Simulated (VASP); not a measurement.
Write the native input for VASP 6.6.1 that does the following.

| Property | Result |
| --- | --- |
| Task | single point |
| Functional | PBE |
| Potentials or basis | VASP PAW PBE potentials, release 64 (Rb_sv, H) |
| Cutoff | 520 eV |
| k mesh | 6 × 6 × 4 |
| Occupations | gaussian, width 0.1 eV |
| Spin | no spin polarisation |
| Dipole correction | no |
| Further INCAR settings | ALGO = Normal; EDIFF = 1e-06; NBANDS = 20 |

The structure of RbH2 lies in POSCAR:

```
RbH2
1.0
    4.0082576271     -4.4470586571      0.0000000000
    4.0082576271      4.4470586571      0.0000000000
    0.0000000000      0.0000000000      6.1672320239
Rb H
2 4
Direct
    0.0000000000      0.5000000000      0.0000000000
    0.5000000000      0.0000000000      0.5000000000
    0.9519112796      0.9519112796      0.7500000000
    0.0480887204      0.0480887204      0.7500000000
    0.0480887204      0.0480887204      0.2500000000
    0.9519112796      0.9519112796      0.2500000000
```

The cell was built from a structure type or drawn by symmetry, and may not be a known phase.

One way to write it, as run:

INCAR

```
PREC = Accurate
ENCUT = 520
EDIFF = 1E-6
ISMEAR = 0
SIGMA = 0.1
LREAL = F
LASPH = T
NELM = 100
ALGO = Normal
ISIF = 2
LWAVE = F
LCHARG = F
GGA = PE
NBANDS = 20
```

KPOINTS

```
regular mesh
0
Gamma
  6 6 4
```

Potentials or basis: VASP PAW PBE potentials, release 64 (Rb_sv, H).

Launch:

```console
$ cat potpaw_PBE.64/Rb_sv/POTCAR potpaw_PBE.64/H/POTCAR > POTCAR
$ mpirun -np 1 vasp_std > vasp.out
```

Results of the run:

```
Pressure               : -0.1 GPa
Largest force          : 0.009 eV/Å
Band gap on the k mesh : zero (bands 11 and 12 overlap by 0.77 eV)
```

Run time: 3.3 min on 1 thread of Oxide Virtual Turin-like Processor, on a shared host, peak memory 0.36 GiB.
